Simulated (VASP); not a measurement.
Here is a VASP 6.6.1 calculation.

INCAR

```
SYSTEM = Cs2AgBiBr6
  PREC = Accurate
  ENCUT = 520
  EDIFF = 1E-7
  ISMEAR = -1
  SIGMA = 0.05
  LREAL = .False.
  LASPH = .True.
  NELM = 60
  ALGO = Normal
  ISIF = 2
  LWAVE = .False.
  LCHARG = .True.
  GGA = RE
  LELF = .True.
  LVHAR = .True.
  NBANDS = 54
```

Contents of KPOINTS:

```
regular mesh
0
Gamma
  4 4 4
  0 0 0
```

POSCAR

```
Cs2AgBiBr6
1.0
    0.0000000000      5.6161000000      5.6161000000
    5.6161000000      0.0000000000      5.6161000000
    5.6161000000      5.6161000000      0.0000000000
Bi Cs Ag Br
1 2 1 6
Direct
    0.0000000000      0.0000000000      0.0000000000
    0.7500000000      0.7500000000      0.7500000000
    0.2500000000      0.2500000000      0.2500000000
    0.5000000000      0.5000000000      0.5000000000
    0.7494500000      0.7494500000      0.2505500000
    0.2505500000      0.2505500000      0.7494500000
    0.7494500000      0.2505500000      0.2505500000
    0.7494500000      0.2505500000      0.7494500000
    0.2505500000      0.7494500000      0.7494500000
    0.2505500000      0.7494500000      0.2505500000
```

Potentials or basis: VASP PAW PBE potentials, release 64 (Bi_d, Cs_sv, Ag, Br).

Command:

```console
$ cat potpaw_PBE.64/Bi_d/POTCAR potpaw_PBE.64/Cs_sv/POTCAR potpaw_PBE.64/Ag/POTCAR potpaw_PBE.64/Br/POTCAR > POTCAR
$ mpirun -np 1 vasp_std > vasp.out
```

Q: Predict the pressure.

A: 3.1 GPa.

Q: Predict the band gap on the k mesh.

A: 1.32 eV (least direct gap 2.51 eV).

Q: Estimate the largest force.

A: 0.262 eV/Å.

Forces on the atoms (eV/Å):
```
Bi   0.000  0.000  0.000
Cs   0.000  0.000  0.000
Cs   0.000  0.000  0.000
Ag   0.000  0.000  0.000
Br   0.000  0.000 -0.262
Br   0.000  0.000  0.262
Br   0.262  0.000  0.000
Br   0.000 -0.262  0.000
Br  -0.262  0.000  0.000
Br   0.000  0.262  0.000
```

Caveat: the cell stands under pressure; the PAW data sets were made with another functional, which shifts forces and pressure a little; spin-orbit coupling is left out, which moves the levels of the heavy elements. A k mesh can miss the band edges.
